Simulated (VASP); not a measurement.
A run of VASP 6.6.1:

Contents of INCAR:

```
PREC = Accurate
ENCUT = 520
EDIFF = 1E-6
ISMEAR = -1
SIGMA = 0.08
LREAL = F
LASPH = T
NELM = 60
ALGO = Normal
ISIF = 2
LWAVE = F
LCHARG = F
GGA = PE
NBANDS = 16
```

Contents of KPOINTS:

```
regular mesh
0
Gamma
  11 11 11
```

POSCAR

```
InAs
1.0
    0.0000000000      2.7725545589      2.7725545589
    2.7725545589      0.0000000000      2.7725545589
    2.7725545589      2.7725545589      0.0000000000
In As
1 1
Direct
    0.0000000000      0.0000000000      0.0000000000
    0.2500000000      0.2500000000      0.2500000000
```

Potentials or basis: VASP PAW PBE potentials, release 64 (In_d, As).

Launch:

```console
$ cat potpaw_PBE.64/In_d/POTCAR potpaw_PBE.64/As/POTCAR > POTCAR
$ mpirun -np 1 vasp_std > vasp.out
```

Hardware: 1 thread of AMD EPYC 9R45 96-Core Processor (Zen 5), on a shared host.

Task: How long does it take, and how much memory?

Result: Wall time 27 s on 1 thread of AMD EPYC 9R45 96-Core Processor (Zen 5), with other jobs on the host, peak memory 0.16 GiB. Counts: scf iterations 13, k points 56.
